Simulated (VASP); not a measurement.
CoSi: relaxation of cell and atoms with PBE

The system is CoSi.

```
Co Si
1.0
     4.43079    0.00000    0.00000
     0.00000    4.43079    0.00000
     0.00000    0.00000    4.43079
Co Si
4 4
Direct
  0.14503 0.14503 0.14503
  0.35497 0.85497 0.64503
  0.64503 0.35497 0.85497
  0.85497 0.64503 0.35497
  0.84317 0.84317 0.84317
  0.65683 0.15683 0.34317
  0.34317 0.65683 0.15683
  0.15683 0.34317 0.65683
```

```yaml
Program: VASP 6.6.1
Task: relaxation of cell and atoms
Functional: PBE
Potentials_or_basis: VASP PAW PBE potentials, release 64 (Co, Si)
Cutoff: 600 eV
k_mesh: 8 × 8 × 8
Occupations: gaussian, width 0.05 eV
Spin: no spin polarisation
Dipole_correction: no
Further_INCAR_settings: ALGO = Normal; EDIFF = 1e-06; IBRION = 2; EDIFFG = -0.01; NSW = 50; ISIF = 3
```

* Relaxed volume: 10.86 Å³/atom
* Relaxed cell: a = 4.430 Å, b = 4.430 Å, c = 4.430 Å, α = 90.00°, β = 90.00°, γ = 90.00°
* Space group after relaxing (to 0.1 Å): P2_13 (No. 198)
* Energy gained by relaxing: 0.0 meV/atom
* Ionic steps: 3
* Pressure after relaxing: 0.1 GPa
* Largest force after relaxing: 0.003 eV/Å
* Band gap on the k mesh: zero (bands 26 and 27 overlap by 0.21 eV)

Forces in eV/Å, atoms in the order of the input:
```
Co   0.002  0.002  0.002
Co  -0.002 -0.002  0.002
Co   0.002 -0.002 -0.002
Co  -0.002  0.002 -0.002
Si   0.002  0.002  0.002
Si  -0.002 -0.002  0.002
Si   0.002 -0.002 -0.002
Si  -0.002  0.002 -0.002
```

Final structure:
```
Co Si
1.0
     4.42956    0.00000    0.00000
     0.00000    4.42956    0.00000
     0.00000    0.00000    4.42956
Co Si
4 4
Cartesian
  0.6424 0.6424 0.6424
  1.5723 3.7871 2.8572
  2.8572 1.5723 3.7871
  3.7871 2.8572 1.5723
  3.7349 3.7349 3.7349
  2.9094 0.6947 1.5201
  1.5201 2.9094 0.6947
  0.6947 1.5201 2.9094
```

Levels at points of the mesh, in eV from the Fermi level:
| k point | band 24 | band 25 | band 26 | band 27 | band 28 | band 29 |
| --- | --- | --- | --- | --- | --- | --- |
| (0.00, 0.00, 0.00) | -0.77 | 0.00 | 0.00 | 0.00 | 2.50 | 2.50 |
| (0.50, 0.00, 0.00) | -0.64 | -0.48 | -0.48 | 1.01 | 1.01 | 1.49 |
| (0.50, 0.50, 0.00) | -0.99 | -0.03 | -0.03 | 0.59 | 0.59 | 2.01 |
| (0.50, 0.50, 0.50) | -1.21 | -0.22 | -0.22 | -0.22 | -0.22 | 5.42 |

Wall time 7.7 min on 1 thread of Intel Xeon 8259CL, with other jobs on the host, peak memory 0.29 GiB.

Caveat: the run has no spin polarisation, though such a crystal can be magnetic. Spin polarisation is off, so any magnetic state and its effect on volume and gap are missing.
